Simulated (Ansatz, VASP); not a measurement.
One calculation of MgS, two programs

```
Mg S
1.0
     0.00000    2.56530    2.56530
     2.56530    0.00000    2.56530
     2.56530    2.56530    0.00000
Mg S
1 1
Direct
  0.00000 0.00000 0.00000
  0.50000 0.50000 0.50000
```

Change from the starting cell: strained cell.

Alike in both runs: functional PBEsol; k mesh 6 × 6 × 6; occupations gaussian, width 0.02 eV; no spin polarisation.

Ansatz relaxed the structure, and its values are those at the end. VASP's run is a single point on that final structure, the one shown.

```csv
,VASP,Ansatz
version,VASP 6.6.1,Ansatz 0.2.0
potentials or method,"VASP PAW PBE potentials, release 64 (Mg, S), cutoff 600 eV","scalar-relativistic, plane waves, PAW"
valence electrons in the cell,8,16
```

```tsv
	VASP	Ansatz	Ansatz less VASP
gap on the k mesh at the Fermi level (eV)	2.79	2.79	-0.003
least direct gap on the mesh (eV)	3.93	3.93	0.000
pressure (GPa)	2.3	2.5	+0.15
```

VASP's potentials were made for PBE, not for PBEsol, and Ansatz warns of the same on its side. VASP's potentials hold 8 valence electrons a cell and Ansatz's 16, so a difference there can come from the potentials and not from the codes. Ansatz's warnings: stress scf threshold loose.
